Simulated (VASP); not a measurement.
# Fe (Im-3m) in VASP: notebook

Aim: see how the results for Fe move with the level of theory and the settings. Levels: LDA, PBE. Tasks: single point.

All numbers are computed with VASP 6.6.1; they aren't measurements. Logs are shortened: lines on timing, memory, paths and dates and some standing lists are left out, and cuts for length are marked.

**1. The cell of the first run**

The structure is cubic, space group Im-3m (No. 229). Conventional cell: a = 2.847 Å, b = 2.847 Å, c = 2.847 Å, α = 90.00°, β = 90.00°, γ = 90.00°. Within 3.3 Å of Fe (site symmetry m-3m) lie 14 Fe at 2.47 to 2.85 Å.

**2. Single point, LDA, collinear spin, ferromagnetic start**

Contents of INCAR:

```
SYSTEM = Fe
PREC = Accurate
ENCUT = 520
EDIFF = 1E-6
ISMEAR = -1
SIGMA = 0.05
LREAL = .FALSE.
LASPH = .TRUE.
NELM = 150
ALGO = Fast
ISIF = 2
LWAVE = .FALSE.
LCHARG = .FALSE.
ISPIN = 2
MAGMOM = 3
LORBIT = 11
LMAXMIX = 4
NBANDS = 14
```

Contents of KPOINTS:

```
regular mesh
0
G
  13 13 13
  0 0 0
```

Contents of POSCAR:

```
Fe
1.0
   -1.4234976093      1.4234976093      1.4234976093
    1.4234976093     -1.4234976093      1.4234976093
    1.4234976093      1.4234976093     -1.4234976093
Fe
1
Direct
    0.0000000000      0.0000000000      0.0000000000
```

Potentials or basis: VASP PAW LDA potentials, release 64 (Fe).

Run with:

```bash
cat potpaw_LDA.64/Fe/POTCAR > POTCAR
mpirun -np 1 vasp_std > vasp.out
```

OUTCAR:

```text
SYSTEM = Fe
   PREC = Accurate
   ENCUT = 520
   EDIFF = 1E-6
   ISMEAR = -1
   LREAL = .FALSE.
   LASPH = .TRUE.
   NELM = 150
   ISIF = 2
   ISPIN = 2
   LORBIT = 11

 ion  position               nearest neighbor table
   1  0.000  0.000  0.000-

  LATTYP: Found a body centered cubic cell.
 ALAT       =     2.8469952186

  Lattice vectors:

 A1 = (  -1.4234976093,   1.4234976093,   1.4234976093)
 A2 = (   1.4234976093,  -1.4234976093,   1.4234976093)
 A3 = (   1.4234976093,   1.4234976093,  -1.4234976093)

Analysis of symmetry for initial positions (statically):
=====================================================================
 Subroutine PRICEL returns:
 Original cell was already a primitive cell.

 Routine SETGRP: Setting up the symmetry group for a
 body centered cubic supercell.

 Subroutine GETGRP returns: Found 48 space group operations
 (whereof 48 operations were pure point group operations)
 out of a pool of 48 trial point group operations.

The static configuration has the point symmetry O_h .

Analysis of symmetry for dynamics (positions and initial velocities):
=====================================================================
 Subroutine PRICEL returns:
 Original cell was already a primitive cell.

 Routine SETGRP: Setting up the symmetry group for a
 body centered cubic supercell.

 Subroutine GETGRP returns: Found 48 space group operations
 (whereof 48 operations were pure point group operations)
 out of a pool of 48 trial point group operations.

The dynamic configuration has the point symmetry O_h .

Analysis of structural, dynamic, and magnetic symmetry:
=====================================================================
 Subroutine PRICEL returns:
 Original cell was already a primitive cell.

 Routine SETGRP: Setting up the symmetry group for a
 body centered cubic supercell.

 Subroutine GETGRP returns: Found 48 space group operations
 (whereof 48 operations were pure point group operations)
 out of a pool of 48 trial point group operations.

The overall configuration has the point symmetry O_h .

 Subroutine INISYM returns: Found 48 space group operations
 (whereof 48 operations are pure point group operations),
 and found     1 'primitive' translations

----------------------------------------------------------------------------------------

                                     Primitive cell

  volume of cell :      11.5380

  direct lattice vectors                    reciprocal lattice vectors
    -1.423497609  1.423497609  1.423497609     0.000000000  0.351247516  0.351247516
     1.423497609 -1.423497609  1.423497609     0.351247516  0.000000000  0.351247516
     1.423497609  1.423497609 -1.423497609     0.351247516  0.351247516  0.000000000

  length of vectors
     2.465570184  2.465570184  2.465570184     0.496739002  0.496739002  0.496739002

  position of ions in fractional coordinates (direct lattice)
     0.000000000  0.000000000  0.000000000
[... 118 lines left out ...]
  ext. energy  EPLUGINS =         0.00000000
  ---------------------------------------------------
  free energy    TOTEN  =        -9.14284503 eV

  energy without entropy =       -9.13331362  energy(sigma->0) =       -9.13807932

 E-fermi :   5.5372     XC(G=0): -13.3311

 val. band max:        5.5363012255   @ k =  -0.3846   0.3846   0.0769
 cond. band min:       5.5397530589   @ k =   0.1538   0.0000   0.0000
 fundamental gap:      0.0034518335
 Fermi energy:         5.5372385458

 spin component 1

 k-point     1 :       0.0000    0.0000    0.0000
  band No.  band energies     occupation
      1      -2.9041      1.00000
      2       3.2837      1.00000
      3       3.2837      1.00000
      4       3.2837      1.00000
      5       4.5974      1.00000
      6       4.5974      1.00000
      7      30.2476      0.00000
      8      30.2476      0.00000
      9      30.2476      0.00000
     10      35.2828      0.00000
     11      35.2828      0.00000
     12      37.3652      0.00000
     13      37.3653      0.00000
     14      37.3761      0.00000
[... 379 lines left out ...]
      3       2.8552      1.00000
      4       4.5277      1.00000
      5       4.7005      1.00000
      6       5.6906      0.04450
      7      18.7303      0.00000
      8      22.7550      0.00000
      9      24.5498      0.00000
     10      31.9597      0.00000
     11      35.9307      0.00000
     12      38.1702      0.00000
     13      40.0443      0.00000
     14      43.3701      0.00000

 [... further k-points ...]

 spin component 2

 k-point     1 :       0.0000    0.0000    0.0000
  band No.  band energies     occupation
      1      -2.5519      1.00000
      2       4.9978      0.99998
      3       4.9978      0.99998
      4       4.9978      0.99998
      5       6.8107      0.00000
      6       6.8107      0.00000
      7      30.3806      0.00000
      8      30.3806      0.00000
      9      30.3806      0.00000
     10      35.7267      0.00000
     11      35.7267      0.00000
     12      38.5975      0.00000
     13      38.6048      0.00000
     14      38.6049      0.00000
[... 379 lines left out ...]
      3       4.2954      1.00000
      4       6.6570      0.00000
      5       6.9329      0.00000
      6       7.4626      0.00000
      7      19.5562      0.00000
      8      23.3289      0.00000
      9      25.2413      0.00000
     10      32.3072      0.00000
     11      36.5786      0.00000
     12      38.5998      0.00000
     13      40.5175      0.00000
     14      43.9591      0.00000

 [... further k-points ...]
[... 5 lines left out ...]
  --------------------------------------------------------------------------------------
  -------------------------------------------------------------------------------------
  Total       -1.5640874     -1.5640874     -1.5640874     -0.0000000      0.0000000     -0.0000000
  in kB     -217.1907815   -217.1907815   -217.1907815     -0.0000000      0.0000000     -0.0000000
  external PRESSURE =    -217.1907815 kB  Pullay stress =       0.0000000 kB

 VOLUME and BASIS-vectors are now :
 -----------------------------------------------------------------------------
  energy-cutoff  :      520.00
  volume of cell :       11.54
      direct lattice vectors                 reciprocal lattice vectors
    -1.423497609  1.423497609  1.423497609     0.000000000  0.351247516  0.351247516
     1.423497609 -1.423497609  1.423497609     0.351247516  0.000000000  0.351247516
     1.423497609  1.423497609 -1.423497609     0.351247516  0.351247516  0.000000000

 POSITION                                       TOTAL-FORCE (eV/Angst)
 -----------------------------------------------------------------------------------
      0.00000      0.00000      0.00000        -0.000000      0.000000     -0.000000
 -----------------------------------------------------------------------------------
    total drift:                                0.000000     -0.000000      0.000000

  FREE ENERGIE OF THE ION-ELECTRON SYSTEM (eV)
  ---------------------------------------------------
  free  energy   TOTEN  =        -9.1428450287 eV

  energy  without entropy=       -9.1333136205  energy(sigma->0) =       -9.13807932

 total charge

# of ion       s       p       d       tot
------------------------------------------
    1        0.481   0.520   6.246   7.248

 magnetization (x)

# of ion       s       p       d       tot
------------------------------------------
    1       -0.011  -0.038   2.122   2.072
```

stdout:

```text
POSCAR found type information on POSCAR Fe
 POSCAR found :  1 types and       1 ions
 scaLAPACK will be used
 LDA part: xc-table for (Slater(with rela. corr.)+CA(PZ))
 , standard interpolation
 POSCAR, INCAR and KPOINTS ok, starting setup
 FFT: planning ... GRIDC
 FFT: planning ... GRID_SOFT
 FFT: planning ... GRID
 WAVECAR not read
 entering main loop
WARNING in EDDRMM: call to ZHEGV failed, returncode =   6  3     13
```

Wall time 14 s (1 thread of AMD EPYC 9R45 (Zen 5), shared host); peak memory 0.1 GiB.

Results:

```yaml
Free_energy: -9.1428 eV
Pressure: -21.7 GPa
Net_moment: 2.09 μB per cell
Site_moments: Fe +2.07 μB
Valence_electrons_inside_the_program's_atomic_spheres: Fe 7.25
```

**3. Single point, PBE, collinear spin, ferromagnetic start**

Contents of INCAR:

```
SYSTEM = Fe
PREC = Accurate ; ENCUT = 520
EDIFF = 1E-6 ; ISMEAR = -1
SIGMA = 0.05 ; LREAL = .False.
LASPH = .True. ; NELM = 150
ALGO = Fast ; ISIF = 2
LWAVE = .False. ; LCHARG = .False.
ISPIN = 2 ; MAGMOM = 3
LORBIT = 11 ; LMAXMIX = 4
GGA = PE ; NBANDS = 14
```

Contents of KPOINTS:

```
regular mesh
0
Gamma
  13 13 13
  0 0 0
```

POSCAR is that of step 2.

Potentials or basis: VASP PAW PBE potentials, release 64 (Fe).

Run with:

```bash
cat potpaw_PBE.64/Fe/POTCAR > POTCAR
mpirun -np 1 vasp_std > vasp.out
```

OUTCAR:

```text
SYSTEM = Fe
   PREC = Accurate
   ENCUT = 520
   EDIFF = 1E-6
   ISMEAR = -1
   LREAL = .False.
   LASPH = .True.
   NELM = 150
   ISIF = 2
   ISPIN = 2
   LORBIT = 11
   GGA = PE

 ion  position               nearest neighbor table
   1  0.000  0.000  0.000-

  LATTYP: Found a body centered cubic cell.
 ALAT       =     2.8469952186

  Lattice vectors:

 A1 = (  -1.4234976093,   1.4234976093,   1.4234976093)
 A2 = (   1.4234976093,  -1.4234976093,   1.4234976093)
 A3 = (   1.4234976093,   1.4234976093,  -1.4234976093)

Analysis of symmetry for initial positions (statically):
=====================================================================
 Subroutine PRICEL returns:
 Original cell was already a primitive cell.

 Routine SETGRP: Setting up the symmetry group for a
 body centered cubic supercell.

 Subroutine GETGRP returns: Found 48 space group operations
 (whereof 48 operations were pure point group operations)
 out of a pool of 48 trial point group operations.

The static configuration has the point symmetry O_h .

Analysis of symmetry for dynamics (positions and initial velocities):
=====================================================================
[... 599 lines left out ...]
      7      30.2694      0.00000
      8      30.2694      0.00000
      9      30.2694      0.00000
     10      35.7046      0.00000
     11      35.7046      0.00000
     12      39.1836      0.00000
     13      39.1890      0.00000
     14      39.1890      0.00000
[... 379 lines left out ...]
      3       4.5431      1.00000
      4       7.1204      0.00000
      5       7.4385      0.00000
      6       7.7215      0.00000
      7      19.6608      0.00000
      8      23.3526      0.00000
      9      25.5108      0.00000
     10      32.2511      0.00000
     11      36.7854      0.00000
     12      38.7017      0.00000
     13      40.6472      0.00000
     14      44.2142      0.00000

 [... further k-points ...]
[... 5 lines left out ...]
  --------------------------------------------------------------------------------------
  -------------------------------------------------------------------------------------
  Total       -0.2871771     -0.2871771     -0.2871771     -0.0000000     -0.0000000      0.0000000
  in kB      -39.8777063    -39.8777063    -39.8777063     -0.0000000     -0.0000000      0.0000000
  external PRESSURE =     -39.8777063 kB  Pullay stress =       0.0000000 kB

 VOLUME and BASIS-vectors are now :
 -----------------------------------------------------------------------------
  energy-cutoff  :      520.00
  volume of cell :       11.54
      direct lattice vectors                 reciprocal lattice vectors
    -1.423497609  1.423497609  1.423497609     0.000000000  0.351247516  0.351247516
     1.423497609 -1.423497609  1.423497609     0.351247516  0.000000000  0.351247516
     1.423497609  1.423497609 -1.423497609     0.351247516  0.351247516  0.000000000

 POSITION                                       TOTAL-FORCE (eV/Angst)
 -----------------------------------------------------------------------------------
      0.00000      0.00000      0.00000        -0.000000      0.000000     -0.000000
 -----------------------------------------------------------------------------------
    total drift:                                0.000000     -0.000000      0.000000

  FREE ENERGIE OF THE ION-ELECTRON SYSTEM (eV)
  ---------------------------------------------------
  free  energy   TOTEN  =        -8.2415877385 eV

  energy  without entropy=       -8.2323320634  energy(sigma->0) =       -8.23695990

 total charge

# of ion       s       p       d       tot
------------------------------------------
    1        0.481   0.527   6.228   7.236

 magnetization (x)

# of ion       s       p       d       tot
------------------------------------------
    1       -0.014  -0.058   2.238   2.166
```

stdout:

```text
POSCAR found type information on POSCAR Fe
 POSCAR found :  1 types and       1 ions
 scaLAPACK will be used
 LDA part: xc-table for (Slater+PW92), standard interpolation
 POSCAR, INCAR and KPOINTS ok, starting setup
 FFT: planning ... GRIDC
 FFT: planning ... GRID_SOFT
 FFT: planning ... GRID
 WAVECAR not read
 entering main loop
WARNING in EDDRMM: call to ZHEGV failed, returncode =   8  4     14
WARNING in EDDRMM: call to ZHEGV failed, returncode =   8  4     12
WARNING in EDDRMM: call to ZHEGV failed, returncode =   8  4     14
```

Run time: 14 s. Hardware: 1 thread of AMD EPYC 9R45 (Zen 5), shared host; peak memory 0.11 GiB.

What came out:

| Item | Value |
| --- | --- |
| Free energy | -8.2416 eV |
| Pressure | -4.0 GPa |
| Net moment | 2.16 μB per cell |
| Site moments | Fe +2.17 μB |
| Valence electrons inside the program's atomic spheres | Fe 7.24 |

Levels at points of the mesh, in eV from the Fermi level:
Spin up:
| k point | band 2 | band 3 | band 4 | band 5 | band 6 | band 7 | band 8 | band 9 |
| --- | --- | --- | --- | --- | --- | --- | --- | --- |
| (0.00, 0.00, 0.00) | -2.25 | -2.25 | -2.25 | -1.08 | -1.08 | 24.89 | 24.89 | 24.89 |
Spin down:
```tsv
k point	band 1	band 2	band 3	band 4	band 5	band 6	band 7	band 8
(0.00, 0.00, 0.00)	-8.17	-0.37	-0.37	-0.37	1.67	1.67	24.62	24.62
```

**4. Single point, LDA, collinear spin, ferromagnetic start**

This run uses another cell than the first one, of 11.78 Å³/atom, 1.021 times its volume.

Contents of INCAR:

```
ALGO = Normal
EDIFF = 1E-6
ENCUT = 520
GGA = CA
ISIF = 2
ISMEAR = -1
ISPIN = 2
LASPH = T
LCHARG = T
LELF = T
LMAXMIX = 4
LORBIT = 11
LREAL = F
LVHAR = T
LWAVE = F
MAGMOM = 3
NBANDS = 14
NELM = 150
PREC = Accurate
SIGMA = 0.05
```

Contents of KPOINTS:

```
k-points
0
Gamma
  13 13 13
```

Contents of POSCAR:

```
Fe
1.0
   -1.4333151444      1.4333151444      1.4333151444
    1.4333151444     -1.4333151444      1.4333151444
    1.4333151444      1.4333151444     -1.4333151444
Fe
1
Direct
    0.0000000000      0.0000000000      0.0000000000
```

Potentials or basis: VASP PAW LDA potentials, release 64 (Fe).

Run with:

```bash
cat potpaw_LDA.64/Fe/POTCAR > POTCAR
mpirun -np 1 vasp_std > vasp.out
```

It took 14 s on 1 thread of AMD EPYC 9R45 (Zen 5), shared host; peak memory 0.1 GiB.

The run converged. Its results:

```
Free energy                                           : -9.1083 eV
Pressure                                              : -24.4 GPa
Net moment                                            : 2.13 μB per cell
Site moments                                          : Fe +2.11 μB
Valence electrons inside the program's atomic spheres : Fe 7.21
```

Levels at points of the mesh, in eV from the Fermi level:
Spin up:
| k point | band 2 | band 3 | band 4 | band 5 | band 6 | band 7 | band 8 | band 9 |
| --- | --- | --- | --- | --- | --- | --- | --- | --- |
| (0.00, 0.00, 0.00) | -2.20 | -2.20 | -2.20 | -0.93 | -0.93 | 24.53 | 24.53 | 24.53 |
Spin down:
```
           k point  band 1  band 2  band 3  band 4  band 5  band 6  band 7  band 8
(0.00, 0.00, 0.00)   -7.95   -0.46   -0.46   -0.46    1.31    1.31   24.66   24.66
```

**5. Single point, PBE, collinear spin, ferromagnetic start**

This run uses another cell than the first one, of 11.78 Å³/atom, 1.021 times its volume.

Contents of INCAR:

```
SYSTEM = Fe
PREC = Accurate
ENCUT = 520
EDIFF = 1E-7
ISMEAR = -1
SIGMA = 0.05
LREAL = .False.
LASPH = .True.
NELM = 150
ALGO = Normal
ISIF = 2
LWAVE = .False.
LCHARG = .True.
ISPIN = 2
MAGMOM = 3
LORBIT = 11
LMAXMIX = 4
GGA = PE
LELF = .True.
LVHAR = .True.
NBANDS = 14
```

Contents of KPOINTS:

```
regular mesh
0
Gamma
  13 13 13
  0 0 0
```

POSCAR is that of step 4.

Potentials or basis: VASP PAW PBE potentials, release 64 (Fe).

Run with:

```bash
cat potpaw_PBE.64/Fe/POTCAR > POTCAR
mpirun -np 1 vasp_std > vasp.out
```

Wall time 17 s (1 thread of AMD EPYC 9R45 (Zen 5), shared host); peak memory 0.11 GiB.

The run converged. Its results:

| Item | Value |
| --- | --- |
| Free energy | -8.2334 eV |
| Pressure | -6.9 GPa |
| Net moment | 2.21 μB per cell |
| Site moments | Fe +2.22 μB |
| Valence electrons inside the program's atomic spheres | Fe 7.20 |

Levels at points of the mesh, in eV from the Fermi level:
Spin up:
```
           k point  band 2  band 3  band 4  band 5  band 6  band 7  band 8  band 9
(0.00, 0.00, 0.00)   -2.21   -2.21   -2.21   -1.08   -1.08   24.70   24.70   24.70
```
Spin down:
| k point | band 1 | band 2 | band 3 | band 4 | band 5 | band 6 | band 7 |
| --- | --- | --- | --- | --- | --- | --- | --- |
| (0.00, 0.00, 0.00) | -8.04 | -0.27 | -0.27 | -0.27 | 1.71 | 1.71 | 24.42 |

**6. Summary**

| level | potentials or basis | cell | gap on the mesh (eV) | pressure (GPa) | moment (μB) |
| --- | --- | --- | --- | --- | --- |
| LDA | VASP PAW LDA potentials, release 64 (Fe) | a = 2.466 Å, angles 109.5°, 1 atom | none | -21.7 | 2.09 |
| PBE | VASP PAW PBE potentials, release 64 (Fe) | a = 2.466 Å, angles 109.5°, 1 atom | none | -4.0 | 2.16 |
| LDA | VASP PAW LDA potentials, release 64 (Fe) | a = 2.483 Å, angles 109.5°, 1 atom | none | -24.4 | 2.13 |
| PBE | VASP PAW PBE potentials, release 64 (Fe) | a = 2.483 Å, angles 109.5°, 1 atom | none | -6.9 | 2.21 |

Alike in all rows: task single point; spin collinear, ferromagnetic start; k mesh 13 × 13 × 13; cutoff (eV) 520; smearing fermi-dirac 0.05 eV.

Absolute energies hang on the potentials; compare differences alone.
